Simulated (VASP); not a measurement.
**Se: single point with r2SCAN**

Crystal: Se.

```
Se
1.0
     4.42366    0.00000    0.00000
    -2.21183    3.83100    0.00000
     0.00000    0.00000    5.01879
Se
3
Cartesian
  1.7133 2.9675 0.0000
  -0.4985 0.8635 3.3459
  0.9971 0.0000 1.6729
```

* Program: VASP 6.6.1
* Task: single point
* Functional: r2SCAN
* Potentials or basis: VASP PAW PBE potentials, release 64 (Se)
* Cutoff: 520 eV
* k mesh: 7 × 7 × 6
* Occupations: fermi-dirac, width 0.05 eV
* Spin: no spin polarisation
* Dipole correction: no
* Further INCAR settings: ALGO = Normal; EDIFF = 1e-06; NBANDS = 16

```
Pressure               : -0.9 GPa
Largest force          : 0.319 eV/Å
Band gap on the k mesh : 1.40 eV, indirect (least direct gap 1.64 eV)
```

Forces in eV/Å, atoms in the order of the input:
```
Se   0.160  0.277  0.000
Se   0.160 -0.277  0.000
Se  -0.319  0.000  0.000
```

Stress tensor (GPa, compression positive):
```
-0.77  0.00  0.00
 0.00 -0.77  0.00
 0.00  0.00 -1.15
```

Levels at points of the mesh, in eV from the valence-band top:
```tsv
k point	band 5	band 6	band 7	band 8	band 9	band 10	band 11	band 12	band 13	band 14
(0.00, 0.00, 0.00)	-3.85	-3.68	-1.98	-1.98	-0.40	2.07	2.07	2.39	6.71	7.04
(0.00, 0.00, 0.50)	-3.37	-3.37	-1.46	-1.46	-1.11	1.47	1.48	1.48	6.95	7.87
```

Wall time 84 s on 1 thread of Intel(R) Xeon(R) 6975P-C (Granite Rapids), with other jobs on the host, peak memory 0.24 GiB.

Caveat: the PAW data sets were made with another functional, which shifts forces and pressure a little. A k mesh can miss the band edges.
